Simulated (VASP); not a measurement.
PbS:

```xyz
4
Lattice="5.9556 0.0000 0.0000 0.0000 2.9685 2.9685 0.0000 -2.9685 2.9685" Properties=species:S:1:pos:R:3 pbc="T T T"
Pb    4.4661   -1.4843    3.0310
Pb    1.4895    1.4843    3.0310
S     4.4647    1.4843    3.0308
S     1.4909   -1.4843    3.0308
```

Program: VASP 6.6.1. Alike in all runs: task single point; no spin polarisation; cell as given; k mesh 2 × 4 × 4; cutoff (eV) 520; smearing gaussian 0.01 eV.

Problem. Order these runs on this cell by their band gap on the k mesh, lowest first.
A. level r2SCAN; potentials or basis VASP PAW PBE potentials, release 64 (Pb_d, S)
B. level PBE; potentials or basis VASP PAW PBE potentials, release 64 (Pb_d, S)
C. level LDA; potentials or basis VASP PAW LDA potentials, release 64 (Pb_d, S)

Solution. C (0.20 eV), B (0.36 eV), A (0.63 eV).

Caveats: all runs use coarse meshes; spin-orbit coupling is left out, which moves the levels of the heavy elements.

A k mesh can miss the band edges.
